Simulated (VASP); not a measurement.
# Cd2PtI2Br4: single point with PBE

The system is Cd2PtI2Br4.

```
Br Cd I Pt
1.0
    -3.98843    3.98843    4.27915
     3.98843   -3.98843    4.27915
     3.98843    3.98843   -4.27915
Br Cd I Pt
4 2 2 1
Direct
  0.20430 0.20430 0.40860
  0.20430 0.79570 0.00000
  0.79570 0.79570 0.59140
  0.79570 0.20430 0.00000
  0.25000 0.75000 0.50000
  0.75000 0.25000 0.50000
  0.34730 0.34730 0.00000
  0.65270 0.65270 0.00000
  0.00000 0.00000 0.00000
```

```
Program                : VASP 6.6.1
Task                   : single point
Functional             : PBE
Potentials or basis    : VASP PAW PBE potentials, release 64 (Br, Cd, I, Pt)
Cutoff                 : 520 eV
k mesh                 : 3 × 3 × 3
Occupations            : fermi-dirac, width 0.1 eV
Spin                   : no spin polarisation
Dipole correction      : no
Further INCAR settings : ALGO = Normal; EDIFF = 1e-07; NBANDS = 48
```

```
Pressure               : 6.7 GPa
Largest force          : 2.418 eV/Å
Band gap on the k mesh : zero (bands 38 and 39 overlap by 0.58 eV)
```

Forces in eV/Å, atoms in the order of the input:
```
Br   1.710  1.710  0.000
Br  -1.710  1.710  0.000
Br  -1.710 -1.710  0.000
Br   1.710 -1.710  0.000
Cd   0.000  0.000  0.000
Cd   0.000  0.000  0.000
I    0.000  0.000 -1.806
I    0.000  0.000  1.806
Pt   0.000  0.000  0.000
```

Stress tensor (GPa, compression positive):
```
7.60 0.00 0.00
0.00 7.60 0.00
0.00 0.00 4.82
```

Levels at points of the mesh, in eV from the Fermi level:
| k point | band 35 | band 36 | band 37 | band 38 | band 39 | band 40 | band 41 | band 42 |
| --- | --- | --- | --- | --- | --- | --- | --- | --- |
| (0.00, 0.00, 0.00) | -1.45 | -1.07 | -0.73 | -0.36 | -0.36 | 0.97 | 1.96 | 4.16 |

It took 87 s on 1 thread of AMD EPYC 7R13 Processor (Zen 3), with other jobs on the host, peak memory 0.42 GiB.

Caveat: the cell stands under pressure; spin-orbit coupling is left out, which moves the levels of the heavy elements; forces of over 1 eV/Å act on the atoms, so gaps and moduli don't describe the material at rest.
